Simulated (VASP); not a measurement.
# CdTe (rocksalt type) (Fm-3m) in VASP: a series of runs

The runs below take CdTe (rocksalt type) through single point, with r2SCAN.

All numbers are computed with VASP 6.6.1; they aren't measurements. Logs are shortened: lines on timing, memory, paths and dates and some standing lists are left out, and cuts for length are marked.

## 1. The cell of the first run

Symmetry: Fm-3m, No. 225, cubic system. Conventional cell: a = 4.482 Å, b = 4.482 Å, c = 4.482 Å, α = 90.00°, β = 90.00°, γ = 90.00°. Cd (site symmetry m-3m) has 6 Te at 2.24 Å within 3.0 Å. Within 3.0 Å of Te (site symmetry m-3m) lie 6 Cd at 2.24 Å.

## 2. Single point, r2SCAN (volume scaled by 0.4)

POSCAR reads:

```
CdTe
1.0
    0.0000000000      2.2410600432      2.2410600432
    2.2410600432      0.0000000000      2.2410600432
    2.2410600432      2.2410600432      0.0000000000
Cd Te
1 1
Direct
    0.0000000000      0.0000000000      0.0000000000
    0.5000000000      0.5000000000      0.5000000000
```

INCAR.step1 reads:

```
PREC = Accurate
ENCUT = 520
ISMEAR = -1
SIGMA = 0.08
LREAL = F
LASPH = T
NELM = 80
NBANDS = 16
GGA = PE
ALGO = Normal
EDIFF = 1E-4
LWAVE = T
LCHARG = F
```

INCAR.step2 reads:

```
PREC = Accurate
ENCUT = 520
EDIFF = 1E-7
ISMEAR = -1
SIGMA = 0.08
LREAL = F
LASPH = T
NELM = 80
ALGO = Normal
ISIF = 2
LWAVE = F
LCHARG = F
METAGGA = R2SCAN
LMIXTAU = T
NBANDS = 16
ISTART = 1
```

KPOINTS reads:

```
Automatic mesh
0
Gamma
  13 13 13
```

Potentials or basis: VASP PAW PBE potentials, release 64 (Cd, Te).

Started as:

```
> cat potpaw_PBE.64/Cd/POTCAR potpaw_PBE.64/Te/POTCAR > POTCAR
> cp INCAR.step1 INCAR
> mpirun -np 1 vasp_std > vasp.out
> cp INCAR.step2 INCAR
> mpirun -np 1 vasp_std > vasp.out
```

OUTCAR:

```text
PREC = Accurate
   ENCUT = 520
   EDIFF = 1E-7
   ISMEAR = -1
   LREAL = F
   LASPH = T
   NELM = 80
   ISIF = 2
   METAGGA = R2SCAN
   ISTART = 1

 ion  position               nearest neighbor table
   1  0.000  0.000  0.000-   2 2.24   2 2.24   2 2.24   2 2.24   2 2.24   2 2.24
   2  0.500  0.500  0.500-   1 2.24   1 2.24   1 2.24   1 2.24   1 2.24   1 2.24

  LATTYP: Found a face centered cubic cell.
 ALAT       =     4.4821200864

  Lattice vectors:

 A1 = (   0.0000000000,   2.2410600432,   2.2410600432)
 A2 = (   2.2410600432,   0.0000000000,   2.2410600432)
 A3 = (   2.2410600432,   2.2410600432,   0.0000000000)

Analysis of symmetry for initial positions (statically):
=====================================================================
 Subroutine PRICEL returns:
 Original cell was already a primitive cell.

 Routine SETGRP: Setting up the symmetry group for a
 face centered cubic supercell.

 Subroutine GETGRP returns: Found 48 space group operations
 (whereof 48 operations were pure point group operations)
 out of a pool of 48 trial point group operations.

The static configuration has the point symmetry O_h .

Analysis of symmetry for dynamics (positions and initial velocities):
=====================================================================
 Subroutine PRICEL returns:
 Original cell was already a primitive cell.

 Routine SETGRP: Setting up the symmetry group for a
 face centered cubic supercell.

 Subroutine GETGRP returns: Found 48 space group operations
 (whereof 48 operations were pure point group operations)
 out of a pool of 48 trial point group operations.

The dynamic configuration has the point symmetry O_h .

 Subroutine INISYM returns: Found 48 space group operations
 (whereof 48 operations are pure point group operations),
 and found     1 'primitive' translations

----------------------------------------------------------------------------------------

                                     Primitive cell

  volume of cell :      22.5108

  direct lattice vectors                    reciprocal lattice vectors
     0.000000000  2.241060043  2.241060043    -0.223108703  0.223108703  0.223108703
     2.241060043  0.000000000  2.241060043     0.223108703 -0.223108703  0.223108703
     2.241060043  2.241060043  0.000000000     0.223108703  0.223108703 -0.223108703

  length of vectors
     3.169337507  3.169337507  3.169337507     0.386435610  0.386435610  0.386435610

  position of ions in fractional coordinates (direct lattice)
     0.000000000  0.000000000  0.000000000
     0.500000000  0.500000000  0.500000000
[... 77 lines left out ...]
   EDIFF  = 0.1E-06   stopping-criterion for ELM
   LREAL  =      F    real-space projection
   EDIFFG = 0.1E-05   stopping-criterion for IOM
   NSW    =      0    number of steps for IOM
   IBRION =     -1    ionic relax: 0-MD 1-quasi-New 2-CG
   NFREE  =      0    steps in history (QN), initial steepest desc. (CG)
   ISIF   =      2    stress and relaxation
   ISYM   =      2    0-nonsym 1-usesym 2-fastsym
   POTIM  = 0.5000    time-step for ionic-motion
   TEBEG  =    0.0;   TEEND  =   0.0 temperature during run
   PSTRESS=    0.0 pullay stress
   NELECT =      18.0000    total number of electrons
   NUPDOWN=      -1.0000    fix difference up-down
   EMIN   =  10.00;   EMAX   =-10.00  energy-range for DOS
   EFERMI =   0.00;   METHOD = LEGACY
   ISMEAR =    -1;   SIGMA  =   0.08  broadening in eV -4-tet -1-fermi 0-gaus
   EFERMI_NEDOS =   21; number of points for ismear=-14 and -15
   IALGO  =     38    algorithm
   IMIX   =      4    mixing-type and parameters
     AMIX     =   0.40;   BMIX     =  1.00
     AMIX_MAG =   1.60;   BMIX_MAG =  1.00
  volume/ion in A,a.u.               =      11.26        75.96
  Fermi-wavevector in a.u.,A,eV,Ry     =   1.519505  2.871448 31.414436  2.308896
  Thomas-Fermi vector in A             =   2.628482
   LORBIT       =      0    0 simple, 1 ext, 2 COOP (PROOUT), +10 PAW based schemes
   METAGGA = R2SCAN    functional components
   LHFCALC =     F    Hartree Fock is set to
   AEXX    =    0.0000 exact exchange contribution
   IVDW    =     0    specifies the selected vdW correction
   LEPSILON=     F    determine dielectric tensor
   LRPA    =     F    only Hartree local field effects (RPA)
 non-spin polarized calculation
  energy-cutoff  :      520.00
  volume of cell :       22.51
 maximum number of plane-waves:       620
   NGX = 11   NGY = 11   NGZ = 11

 number of electron      17.9999994 magnetization

 Free energy of the ion-electron system (eV)
  ---------------------------------------------------
  ext. energy  EPLUGINS =         0.00000000
  ---------------------------------------------------
  free energy    TOTEN  =       -26.78901437 eV

  energy without entropy =      -26.78197902  energy(sigma->0) =      -26.78549670

 E-fermi :  20.7097     XC(G=0): -15.8211

 val. band max:       20.6268968638   @ k =  -0.4615   0.4615   0.0769
 cond. band min:      20.7199885778   @ k =  -0.4615   0.3846   0.0000
 fundamental gap:      0.0930917139
 Fermi energy:        20.7096743512

 k-point     1 :       0.0000    0.0000    0.0000
  band No.  band energies     occupation
      1      -3.6545      2.00000
      2       4.5288      2.00000
      3       4.5288      2.00000
      4       4.5288      2.00000
      5       4.7918      2.00000
      6       4.7918      2.00000
[... 433 lines left out ...]
      3       3.6053      2.00000
      4       3.7828      2.00000
      5       5.4043      2.00000
      6       5.5268      2.00000
[... 8 lines left out ...]
     15      35.0227      0.00000
     16      35.9585      0.00000

 [... further k-points ...]

------------------------ aborting loop because EDIFF is reached ----------------------------------------

  FORCE on cell =-STRESS in cart. coord.  units (eV):
  Direction    XX          YY          ZZ          XY          YZ          ZX
  --------------------------------------------------------------------------------------
  -------------------------------------------------------------------------------------
  Total       62.2486524     62.2486524     62.2486524      0.0000000     -0.0000000     -0.0000000
  in kB     4430.4726857   4430.4726857   4430.4726857      0.0000000     -0.0000000     -0.0000000
  external PRESSURE =    4430.4726857 kB  Pullay stress =       0.0000000 kB

 VOLUME and BASIS-vectors are now :
 -----------------------------------------------------------------------------
  energy-cutoff  :      520.00
  volume of cell :       22.51
      direct lattice vectors                 reciprocal lattice vectors
     0.000000000  2.241060043  2.241060043    -0.223108703  0.223108703  0.223108703
     2.241060043  0.000000000  2.241060043     0.223108703 -0.223108703  0.223108703
     2.241060043  2.241060043  0.000000000     0.223108703  0.223108703 -0.223108703

 POSITION                                       TOTAL-FORCE (eV/Angst)
 -----------------------------------------------------------------------------------
      0.00000      0.00000      0.00000        -0.000000     -0.000000      0.000000
      2.24106      2.24106      2.24106         0.000000      0.000000     -0.000000
 -----------------------------------------------------------------------------------
    total drift:                                0.000000     -0.000000     -0.000000

  FREE ENERGIE OF THE ION-ELECTRON SYSTEM (eV)
  ---------------------------------------------------
  free  energy   TOTEN  =       -26.7890143746 eV

  energy  without entropy=      -26.7819790208  energy(sigma->0) =      -26.78549670
```

OUTCAR.step1:

```text
PREC = Accurate
   ENCUT = 520
   ISMEAR = -1
   LREAL = F
   LASPH = T
   NELM = 80
[... 674 lines left out ...]
 -----------------------------------------------------------------------------------
      0.00000      0.00000      0.00000         0.000000      0.000000      0.000000
      2.24106      2.24106      2.24106        -0.000000     -0.000000     -0.000000
 -----------------------------------------------------------------------------------
    total drift:                                0.000000     -0.000000     -0.000000

  FREE ENERGIE OF THE ION-ELECTRON SYSTEM (eV)
  ---------------------------------------------------
  free  energy   TOTEN  =        14.8565450682 eV

  energy  without entropy=       14.8633567387  energy(sigma->0) =       14.85995090
```

OSZICAR.step1:

```text
N       E                     dE             d eps       ncg     rms          rms(c)
DAV:   1     0.131553070928E+03    0.13155E+03   -0.98180E+03  2912   0.116E+03
DAV:   2     0.166871884085E+02   -0.11487E+03   -0.11025E+03  3216   0.285E+02
DAV:   3     0.139771954342E+02   -0.27100E+01   -0.27057E+01  3400   0.442E+01
DAV:   4     0.139663594105E+02   -0.10836E-01   -0.10835E-01  3368   0.307E+00
DAV:   5     0.139662803090E+02   -0.79101E-04   -0.79104E-04  3440   0.253E-01    0.542E+01
DAV:   6     0.146492210531E+02    0.68294E+00   -0.56380E-01  3336   0.148E+01    0.349E+01
DAV:   7     0.148453790803E+02    0.19616E+00   -0.42014E-01  3216   0.635E+00    0.302E+00
DAV:   8     0.148552944108E+02    0.99153E-02   -0.57221E-02  2960   0.378E+00    0.208E+00
DAV:   9     0.148564544225E+02    0.11600E-02   -0.96655E-03  3152   0.682E-01    0.318E-01
DAV:  10     0.148565450682E+02    0.90646E-04   -0.20817E-04  3024   0.205E-01
   1 F= 0.14856545E+02 E0= 0.14859951E+02  d E =-.681167E-02
```

Wall time 70 s (1 thread of AMD EPYC 9R45 (Zen 5), shared host); peak memory 0.14 GiB.

Results:

- Free energy: -26.7890 eV
- Pressure: 443.0 GPa
- Band gap on the k mesh: zero (band 9 reaches 21.23 eV, above the bottom of band 10 at 19.57 eV)

Levels at points of the mesh, in eV from the Fermi level:
| k point | band 6 | band 7 | band 8 | band 9 | band 10 | band 11 | band 12 | band 13 |
| --- | --- | --- | --- | --- | --- | --- | --- | --- |
| (0.00, 0.00, 0.00) | -15.92 | -2.49 | -2.49 | -2.49 | 2.73 | 7.08 | 7.08 | 7.08 |

Caveat: the PAW data sets were made with another functional, which shifts forces and pressure a little; spin-orbit coupling is left out, which moves the levels of the heavy elements.

## 3. Single point, r2SCAN (volume scaled by 0.45)

POSCAR reads:

```
CdTe
1.0
    0.0000000000      2.3307963712      2.3307963712
    2.3307963712      0.0000000000      2.3307963712
    2.3307963712      2.3307963712      0.0000000000
Cd Te
1 1
Direct
    0.0000000000      0.0000000000      0.0000000000
    0.5000000000      0.5000000000      0.5000000000
```

INCAR.step1 reads:

```
  PREC = Accurate
  ENCUT = 520
  ISMEAR = -1
  SIGMA = 0.08
  LREAL = False
  LASPH = True
  NELM = 80
  NBANDS = 16
  GGA = PE
  ALGO = Normal
  EDIFF = 1E-4
  LWAVE = True
  LCHARG = False
```

INCAR.step2 reads:

```
  PREC = Accurate
  ENCUT = 520
  EDIFF = 1E-7
  ISMEAR = -1
  SIGMA = 0.08
  LREAL = False
  LASPH = True
  NELM = 80
  ALGO = Normal
  ISIF = 2
  LWAVE = False
  LCHARG = False
  METAGGA = R2SCAN
  LMIXTAU = True
  NBANDS = 16
  ISTART = 1
```

KPOINTS is that of step 2.

Potentials or basis: VASP PAW PBE potentials, release 64 (Cd, Te).

Started as:

```
> cat potpaw_PBE.64/Cd/POTCAR potpaw_PBE.64/Te/POTCAR > POTCAR
> cp INCAR.step1 INCAR
> mpirun -np 1 vasp_std > vasp.out
> cp INCAR.step2 INCAR
> mpirun -np 1 vasp_std > vasp.out
```

Run time: 1.8 min. Hardware: 1 thread of AMD EPYC 9R45 (Zen 5), shared host; peak memory 0.16 GiB.

The run converged. Its results:

| Item | Value |
| --- | --- |
| Free energy | -33.1376 eV |
| Pressure | 292.0 GPa |
| Band gap on the k mesh | zero (band 9 reaches 17.94 eV, above the bottom of band 10 at 16.12 eV) |

Levels at points of the mesh, in eV from the Fermi level:
```tsv
k point	band 5	band 6	band 7	band 8	band 9	band 10	band 11	band 12	band 13	band 14
(0.00, 0.00, 0.00)	-14.21	-14.21	-2.10	-2.10	-2.10	4.39	7.28	7.28	7.28	8.72
```

Caveat: the PAW data sets were made with another functional, which shifts forces and pressure a little; spin-orbit coupling is left out, which moves the levels of the heavy elements.

(Part 1 of 2 ends here.)
